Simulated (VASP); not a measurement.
A run of VASP 6.6.1:

The input INCAR:

```
SYSTEM = BN
PREC = Accurate
ENCUT = 520
EDIFF = 1E-7
ISMEAR = 0
SIGMA = 0.05
LREAL = .FALSE.
LASPH = .TRUE.
NELM = 60
ALGO = Normal
ISIF = 2
LWAVE = .FALSE.
LCHARG = .FALSE.
GGA = PE
NBANDS = 16
```

Contents of KPOINTS:

```
Automatic mesh
0
G
  12 12 6
  0 0 0
```

POSCAR

```
BN
1.0
    2.5539396017      0.0000000000      0.0000000000
   -1.2769698009      2.2117765748      0.0000000000
    0.0000000000      0.0000000000      4.2268550000
B N
2 2
Direct
    0.6666666667      0.3333333333      0.9997240000
    0.3333333333      0.6666666667      0.4997240000
    0.7540105546      0.3972734970      0.6016177482
    0.3333333333      0.6666666667      0.1252760000
```

Potentials or basis: VASP PAW PBE potentials, release 64 (B, N).

The run is started by

```sh
$ cat potpaw_PBE.64/B/POTCAR potpaw_PBE.64/N/POTCAR > POTCAR
$ mpirun -np 1 vasp_std > vasp.out
```

Hardware: 1 thread of AMD EPYC 7R13, with other jobs on the host.

Problem. Estimate the wall time of this run.

Solution. It took 5.4 min on 1 thread of AMD EPYC 7R13, with other jobs on the host, peak memory 0.21 GiB. Counts: scf iterations 14, k points 436.
